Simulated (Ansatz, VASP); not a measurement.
# Si in VASP and in Ansatz

```
CELL_PARAMETERS angstrom
-5.40194 -5.40194 5.40194
5.40194 -5.40194 -5.40194
5.40194 5.40194 5.40194
ATOMIC_POSITIONS crystal
Si 0.25000 0.75000 0.75000
Si 0.00000 0.75000 0.00000
Si 0.50000 0.50000 0.75000
Si 0.25000 0.50000 0.00000
Si 0.00000 0.50000 0.25000
Si 0.75000 0.75000 0.25000
Si 0.50000 0.75000 0.50000
Si 0.00000 0.00000 0.75000
Si 0.75000 0.25000 0.75000
Si 0.50000 0.25000 0.00000
Si 0.25000 0.25000 0.25000
Si 0.00000 0.25000 0.50000
Si 0.75000 0.50000 0.50000
Si 0.75000 0.00000 0.00000
Si 0.50000 0.00000 0.25000
Si 0.25000 0.00000 0.50000
Si 0.25000 0.75000 0.50000
Si 0.00000 0.75000 0.75000
Si 0.50000 0.50000 0.50000
Si 0.25000 0.50000 0.75000
Si 0.00000 0.50000 0.00000
Si 0.75000 0.75000 0.00000
Si 0.50000 0.75000 0.25000
Si 0.00000 0.00000 0.50000
Si 0.75000 0.25000 0.50000
Si 0.50000 0.25000 0.75000
Si 0.25000 0.25000 0.00000
Si 0.00000 0.25000 0.25000
Si 0.75000 0.50000 0.25000
Si 0.75000 0.00000 0.75000
Si 0.50000 0.00000 0.00000
Si 0.25000 0.00000 0.25000
```

Alike in both runs: task single point; functional LDA; k mesh 3 × 3 × 3; occupations gaussian, width 0.02 eV; no spin polarisation.

|  | VASP | Ansatz |
| --- | --- | --- |
| version | VASP 6.6.1 | Ansatz 0.2.0 |
| potentials or method | VASP PAW LDA potentials, release 64 (Si), cutoff 520 eV | scalar-relativistic, plane waves, PAW |
| valence electrons in the cell | 128 | 128 |

Ansatz gave:

* gap on the k mesh at the Fermi level (eV): 0.58
* pressure (GPa): 0.0

**Question.** What did VASP give for the same quantities?

**Answer.** gap on the k mesh at the Fermi level (eV): 0.57; pressure (GPa): 0.1.

LDA's correlation is that of Perdew and Zunger in VASP and of Perdew and Wang (1992) in Ansatz.
